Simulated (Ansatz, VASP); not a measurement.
## Mn in VASP and in Ansatz

File INCAR:

```
ALGO = Normal
EDIFF = 1E-6
ENCUT = 520
GGA = RP
ISIF = 2
ISMEAR = -1
LASPH = T
LCHARG = T
LELF = T
LREAL = F
LVHAR = T
LWAVE = F
NBANDS = 12
NELM = 100
PREC = Accurate
SIGMA = 0.1
```

The input KPOINTS:

```
k-points
0
Gamma
  17 17 17
```

File POSCAR:

```
Mn
1.0
    0.0000000000      1.7400020693      1.7400020693
    1.7400020693      0.0000000000      1.7400020693
    1.7400020693      1.7400020693      0.0000000000
Mn
1
Direct
    0.0000000000      0.0000000000      0.0000000000
```

Input for Ansatz:

```yaml
crystal:
  lattice:
    - [0.0, 1.7400020693, 1.7400020693]
    - [1.7400020693, 0.0, 1.7400020693]
    - [1.7400020693, 1.7400020693, 0.0]
  atoms:
    - { symbol: Mn, position: [0.0, 0.0, 0.0] }
hamiltonian:
  xc: rpbe
  pseudopotentials:
    kind: paw
    azcp:
      Mn: "pseudopotentials/Mn.paw.azcp"
basis:
  ecutwfc: 420
  fft_grid_basis: typed
kpoints:
  mp_grid: { grid: [17, 17, 17], shift: [0, 0, 0] }
magnetization:
  spin_polarized: false
scf:
  occupations: { method: fermi_dirac, width: 0.1 }
  lower_state_search: "off"
output:
  stress: true
  write_density: true
  write_potential: true
  elf: true
  volumetric_format: npy
```

Alike in both runs: task single point; functional RPBE; k mesh 17 × 17 × 17; occupations fermi-dirac, width 0.1 eV; no spin polarisation.

|  | VASP | Ansatz |
| --- | --- | --- |
| version | VASP 6.6.1 | Ansatz 0.2.0 |
| potentials or method | VASP PAW PBE potentials, release 64 (Mn_pv), cutoff 520 eV | plane waves (420 eV) with PAW, scalar-relativistic |
| valence electrons in the cell | 13 | 15 |

|  | VASP | Ansatz | Ansatz less VASP |
| --- | --- | --- | --- |
| pressure (GPa) | 11.9 | 11.9 | -0.02 |

VASP's potentials were made for PBE, not for RPBE. The functional is the same, so the differences come from potentials, cutoffs and numerics. VASP's potentials hold 13 valence electrons a cell and Ansatz's 15, so a difference there can come from the potentials and not from the codes.
